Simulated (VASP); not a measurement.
Input of a VASP 6.6.1 run:

The input INCAR:

```
SYSTEM = InP
PREC = Accurate ; ENCUT = 500
EDIFF = 1E-6 ; ISMEAR = 0
SIGMA = 0.01 ; LREAL = .False.
LASPH = .True. ; NELM = 120
ALGO = Normal ; ISIF = 2
LWAVE = .False. ; LCHARG = .False.
GGA = CA ; NBANDS = 16
GGA_COMPAT = .False.
```

The input KPOINTS:

```
Automatic mesh
0
Gamma
  6 6 6
  0 0 0
```

POSCAR

```
InP
1.0
    0.0000000000      2.8548798630      2.8548798630
    2.8548798630      0.0000000000      2.8548798630
    2.8548798630      2.8548798630      0.0000000000
In P
1 1
Direct
    0.0000000000      0.0000000000      0.0000000000
    0.2500000000      0.2500000000      0.2500000000
```

Potentials or basis: VASP PAW LDA potentials, release 64 (In_d, P).

Launch:

```sh
$ cat potpaw_LDA.64/In_d/POTCAR potpaw_LDA.64/P/POTCAR > POTCAR
$ mpirun -np 1 vasp_std > vasp.out
```

Question: What does it give for the pressure?

Answer: 5.0 GPa.

Question: Estimate the band gap on the k mesh.

Answer: 0.93 eV, direct.

Caveat: spin-orbit coupling is left out, which moves the levels of the heavy elements.
